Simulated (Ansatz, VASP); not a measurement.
Nb: VASP beside Ansatz

File INCAR:

```
PREC = Accurate
ENCUT = 600
EDIFF = 1E-6
ISMEAR = 0
SIGMA = 0.1
LREAL = False
LASPH = True
NELM = 60
ALGO = Normal
ISIF = 3
LWAVE = False
LCHARG = False
IBRION = 2
NSW = 100
EDIFFG = -0.002
```

The input KPOINTS:

```
Automatic mesh
0
Gamma
  16 16 16
```

Contents of POSCAR:

```
Nb
1.0
   -1.6265958826      1.6265958826      1.6265958826
    1.6265958826     -1.6265958826      1.6265958826
    1.6265958826      1.6265958826     -1.6265958826
Nb
1
Direct
    0.0000000000      0.0000000000      0.0000000000
```

Input for Ansatz:

```yaml
crystal:
  lattice:
    - [-1.6265958826, 1.6265958826, 1.6265958826]
    - [1.6265958826, -1.6265958826, 1.6265958826]
    - [1.6265958826, 1.6265958826, -1.6265958826]
  atoms:
    - { symbol: Nb, position: [0.0, 0.0, 0.0] }
basis:
  ecutwfc: 420
kpoints:
  mp_grid: { grid: [16, 16, 16] }
hamiltonian:
  xc: lda
  pseudopotentials: { kind: paw, azcp: { folder: soft_1 } }
scf:
  occupations: { method: gaussian, width: 0.1 }
output:
  forces: true
  stress: true
  eigenvalues: true
relax:
  adjacent_minimum: "off"
  f_tol: 0.002
  max_steps: 80
  cell: { stress_tol: 0.02 }
```

Alike in both runs: task relaxation of cell and atoms; functional LDA; k mesh 16 × 16 × 16; occupations gaussian, width 0.1 eV; no spin polarisation.

|  | VASP | Ansatz |
| --- | --- | --- |
| version | VASP 6.6.1 | Ansatz 0.2.0 |
| potentials or method | VASP PAW LDA potentials, release 64 (Nb_sv), cutoff 600 eV | scalar-relativistic, plane waves, PAW |
| valence electrons in the cell | 13 | 13 |

```csv
,VASP,Ansatz,Ansatz less VASP
"gap on the k mesh at the Fermi level, each at its own relaxed structure (eV)",none,none,-
relaxed volume (Å³/atom),17.11,17.12,+0.006
relaxed cell length with the largest relative difference (Å),2.812,2.812,+0.0003
```

Ansatz warns that its potentials were made for another functional, while VASP's fit it. LDA's correlation is that of Perdew and Zunger in VASP and of Perdew and Wang (1992) in Ansatz. A gap of «none» marks a metal or a gap that the smearing closes.
